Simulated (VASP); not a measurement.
Crystal: Li.

```
Li
1.0
    -1.75465    1.75465    1.75465
     1.75465   -1.75465    1.75465
     1.75465    1.75465   -1.75465
Li
1
Direct
  0.00000 0.00000 0.00000
```

| Property | Result |
| --- | --- |
| Program | VASP 6.6.1 |
| Task | relaxation of cell and atoms |
| Functional | RPBE |
| Dispersion | D3(BJ) |
| Potentials or basis | VASP PAW PBE potentials, release 64 (Li_sv) |
| Cutoff | 600 eV |
| k mesh | 11 × 11 × 11 |
| Occupations | fermi-dirac, width 0.05 eV |
| Spin | no spin polarisation |

At the start: pressure -8.1 GPa; volume 21.61 Å³/atom.

Problem. Where does the relaxation end?

Solution. Over 5 steps the energy falls by 393.0 meV/atom and the volume is 11.94 Å³/atom (-44.8 %); space group Im-3m (No. 229, to 0.05 Å).

The path:
```
step  energy change (eV)  largest force (eV/Å)  pressure (GPa)  volume (Å³)
   1              0.0000                0.0000           -8.05        21.61
   2             -0.1644                0.0000           -8.14        18.39
   3             -0.3752                0.0000            4.94        10.67
   4             -0.3905                0.0000           -1.54        12.42
   5             -0.3930                0.0000           -0.07        11.94
```

Final structure:
```xyz
1
Lattice="-1.4397 1.4397 1.4397 1.4397 -1.4397 1.4397 1.4397 1.4397 -1.4397" Properties=species:S:1:pos:R:3 pbc="T T T"
Li    0.0000    0.0000    0.0000
```

The cell as given is a measured one (21.61 Å³/atom); RPBE+D3(BJ) puts the equilibrium volume -44.8 % from it, thermal expansion not counted.

Caveat: the cutoff is under 1.25 times the usual one of these potentials, so pressure, stress and relaxed cells hold a basis-set (Pulay) error; the volume moved by over 15 % at a fixed basis, so the end points are rough; the PAW data sets were made with another functional, which shifts forces and pressure a little; the volume moved by -45 % from the deposited cell, more than functionals usually miss; pairwise dispersion overbinds metals, which lowers pressure and volume.
